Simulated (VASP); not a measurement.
The system is Co.

```
Co
1.0
     2.28553    0.00000    0.00000
    -1.14277    1.97933    0.00000
     0.00000    0.00000    3.68671
Co
2
Direct
  0.66667 0.33333 0.25000
  0.33333 0.66667 0.75000
```

Base run:

| Item | Value |
| --- | --- |
| Program | VASP 6.6.1 |
| Functional | LDA |
| Potentials or basis | VASP PAW LDA potentials, release 64 (Co) |
| Cutoff | 520 eV |
| k mesh | 24 × 24 × 12 |
| Occupations | gaussian, width 0.15 eV |
| Spin | collinear spin, ferromagnetic start |
| Starting moments | [1.65, 1.65] μB |
| Fixed moment | 3.3 μB |

Its results: pressure 82.8 GPa; site moments Co +1.61 μB.

Q: The run is repeated on the same cell with these changes: fixed moment from 3.3 μB to 3.85 μB; moments at the start from [1.65, 1.65] to [1.92, 1.92]. What comes out?

A: Pressure 94.0 GPa; site moments Co +1.89 μB.

Caveats: the total moment is fixed, so each spin has its own Fermi level.
